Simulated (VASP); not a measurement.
## Al16H2O: single point with PBE+D3(BJ)

Al16H2O, a slab with vacuum:

```
CELL_PARAMETERS angstrom
5.72757 0.00000 0.00000
0.00000 5.72757 0.00000
0.00000 0.00000 19.07500
ATOMIC_POSITIONS crystal
Al 0.25000 0.25000 0.05242
Al 0.75000 0.25000 0.05242
Al 0.25000 0.75000 0.05242
Al 0.75000 0.75000 0.05242
Al 0.00107 0.99890 0.15553
Al 0.49987 0.99842 0.15592
Al 0.99999 0.49792 0.15577
Al 0.49953 0.49596 0.15540
Al 0.25016 0.24397 0.26420
Al 0.75075 0.24387 0.26347
Al 0.25031 0.74233 0.26272
Al 0.75053 0.74261 0.26178
Al 0.99857 0.97742 0.36407
Al 0.49904 0.99459 0.36601
Al 0.00223 0.48677 0.37015
Al 0.50774 0.49445 0.36477
O 0.07993 0.33632 0.49680
H 0.23569 0.27914 0.48399
H 0.10765 0.46019 0.53078
```

```json
{
  "Program": "VASP 6.6.1",
  "Task": "single point",
  "Functional": "PBE",
  "Dispersion": "D3(BJ)",
  "Potentials or basis": "VASP PAW PBE potentials, release 64 (Al, O, H)",
  "Cutoff": "520 eV",
  "k mesh": "3 × 3 × 1",
  "Occupations": "fermi-dirac, width 0.15 eV",
  "Spin": "no spin polarisation"
}
```

```
Largest force              : 0.151 eV/Å
Dispersion energy per atom : -0.211 eV
```

Forces in eV/Å, atoms in the order of the input:
```
Al  -0.030 -0.008 -0.006
Al   0.034 -0.016  0.014
Al  -0.006 -0.023  0.032
Al   0.011 -0.016  0.048
Al  -0.002  0.001  0.000
Al   0.001  0.002  0.002
Al   0.001  0.001  0.000
Al   0.001  0.000  0.000
Al   0.001 -0.005  0.002
Al   0.003 -0.006  0.003
Al   0.002 -0.010  0.001
Al   0.002 -0.006 -0.001
Al   0.005 -0.016 -0.006
Al   0.001 -0.003 -0.001
Al   0.002 -0.021  0.015
Al   0.002 -0.005 -0.001
O   -0.106  0.049 -0.096
H    0.075 -0.058 -0.065
H    0.006  0.139  0.059
```

Levels at points of the mesh, in eV from the Fermi level:
```
           k point  band 24  band 25  band 26  band 27  band 28  band 29  band 30  band 31  band 32  band 33
(0.00, 0.00, 0.00)    -1.39    -1.38    -1.27    -1.26    -0.10    -0.03     0.04     0.12     0.13     0.16
```

It took 4.9 min on 1 thread of Intel Xeon 6975P-C, with other jobs on the host, peak memory 0.68 GiB.

Caveat: the k points lie up to 0.37 Å⁻¹ apart.
